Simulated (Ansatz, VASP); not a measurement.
## MgSI: VASP beside Ansatz

```
CELL_PARAMETERS angstrom
4.23519 0.00000 0.00000
-2.11760 3.66779 0.00000
0.00000 0.00000 5.26654
ATOMIC_POSITIONS crystal
Mg 0.33333 0.66667 0.50000
S 0.66667 0.33333 0.50000
I 0.00000 0.00000 0.00000
```

Change from the starting cell: species swapped into the NdAlSi type (P-6m2, No. 187).

Alike in both runs: functional PBE; k mesh 12 × 12 × 10; occupations gaussian, width 0.1 eV; no spin polarisation.

Ansatz relaxed the structure, and its values are those at the end. VASP's run is a single point on that final structure, the one shown.

```csv
,VASP,Ansatz
version,VASP 6.6.1,Ansatz 0.2.0
potentials or method,"VASP PAW PBE potentials, release 64 (Mg, S, I), cutoff 520 eV","scalar-relativistic, plane waves, PAW"
valence electrons in the cell,15,33
```

|  | VASP | Ansatz | Ansatz less VASP |
| --- | --- | --- | --- |
| gap on the k mesh at the Fermi level (eV) | none | none | - |
| pressure (GPa) | -0.1 | 0.0 | +0.09 |

A gap of «none» marks a metal or a gap that the smearing closes. VASP's potentials hold 15 valence electrons a cell and Ansatz's 33, so a difference there can come from the potentials and not from the codes.

Spin-orbit coupling is off throughout.
